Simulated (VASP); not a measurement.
Here is a VASP 6.6.1 calculation.

The input INCAR:

```
PREC = Accurate
ENCUT = 520
EDIFF = 1E-6
ISMEAR = -1
SIGMA = 0.1
LREAL = False
LASPH = True
NELM = 60
ALGO = Normal
ISIF = 2
LWAVE = False
LCHARG = False
GGA = CA
NBANDS = 21
```

Contents of KPOINTS:

```
Automatic mesh
0
Gamma
  11 11 11
```

POSCAR

```
Ge
1.0
   -2.4959000000      2.6508600000      1.4369500000
    2.4959000000     -2.6508600000      1.4369500000
    2.4959000000      2.6508600000     -1.4369500000
Ge
2
Direct
    0.1859400000      0.9359400000      0.2500000000
    0.8140600000      0.0640600000      0.7500000000
```

Potentials or basis: VASP PAW LDA potentials, release 64 (Ge_d).

Run with:

```console
$ cat potpaw_LDA.64/Ge_d/POTCAR > POTCAR
$ mpirun -np 1 vasp_std > vasp.out
```

(1) Predict the pressure.

(2) Estimate the band gap on the k mesh.

## Answers

(1) -4.2 GPa.

(2) zero (band 14 reaches 8.29 eV, above the bottom of band 15 at 3.16 eV).
